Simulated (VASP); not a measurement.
NaI:

```
CELL_PARAMETERS angstrom
4.04054 0.00000 0.00000
0.00000 4.04054 0.00000
0.00000 0.00000 4.04054
ATOMIC_POSITIONS crystal
Na 0.00000 0.00000 0.00000
I 0.50000 0.50000 0.50000
```

Program: VASP 6.6.1. Alike in all runs: task single point; no spin polarisation; cell as given; cutoff (eV) 520; smearing gaussian 0.01 eV.

Question: Order these runs on this cell by their band gap on the k mesh, lowest first.
A. level PBE; potentials or basis VASP PAW PBE potentials, release 64 (Na_pv, I); k mesh 4 × 4 × 4
B. level r2SCAN; potentials or basis VASP PAW PBE potentials, release 64 (Na_pv, I); k mesh 6 × 6 × 6
C. level LDA; potentials or basis VASP PAW LDA potentials, release 64 (Na_pv, I); k mesh 6 × 6 × 6
D. level PBE0; potentials or basis VASP PAW PBE potentials, release 64 (Na_pv, I); k mesh 4 × 4 × 4; grid for exact exchange (PRECFOCK) Normal; share of exact exchange 0.25
E. level HSE06; potentials or basis VASP PAW PBE potentials, release 64 (Na_pv, I); k mesh 4 × 4 × 4; grid for exact exchange (PRECFOCK) Normal; share of exact exchange 0.25; screening parameter 0.2079 1/Å

Answer: C (2.05 eV), A (2.29 eV), B (3.07 eV), E (3.22 eV), D (3.92 eV).

Caveats: the structure was generated, so it needn't be the stable form of NaI; spin-orbit coupling is left out, which moves the levels of the heavy elements.

A k mesh can miss the band edges.
